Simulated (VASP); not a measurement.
NaI, 2 atoms in the cell. It takes space group R-3m (No. 166, trigonal). The conventional cell has a = 4.584 Å, b = 4.584 Å, c = 11.145 Å, α = 90.00°, β = 90.00°, γ = 120.00°. Na (site symmetry -3m) has 6 I at 3.23 Å within 4.3 Å. Within 4.3 Å of I (site symmetry -3m) lie 6 Na at 3.23 Å.  This cell differs from its parent crystal: equal xy, yz and zx engineering shears of -0.5 %.

- Program: VASP 6.6.1
- Task: single point
- Functional: r2SCAN
- Potentials or basis: VASP PAW PBE potentials, release 64 (Na_pv, I)
- Cutoff: 520 eV
- k mesh: 6 × 6 × 6
- Occupations: gaussian, width 0.01 eV
- Spin: no spin polarisation
- Dipole correction: no
- Further INCAR settings: ALGO = Normal; EDIFF = 1e-07; NBANDS = 14

Potentials or basis: VASP PAW PBE potentials, release 64 (Na_pv, I).

Run with:

```bash
$ cat potpaw_PBE.64/Na_pv/POTCAR potpaw_PBE.64/I/POTCAR > POTCAR
$ cp INCAR.step1 INCAR
$ mpirun -np 1 vasp_std > vasp.out
$ cp INCAR.step2 INCAR
$ mpirun -np 1 vasp_std > vasp.out
```

Hardware: 1 thread of AMD EPYC 9R45 96-Core Processor (Zen 5), with other jobs on the host.

Q: Estimate the wall time of this run.

A: Run time: 110 s on 1 thread of AMD EPYC 9R45 96-Core Processor (Zen 5) (shared host), peak memory 0.19 GiB. Counts: k points 32.
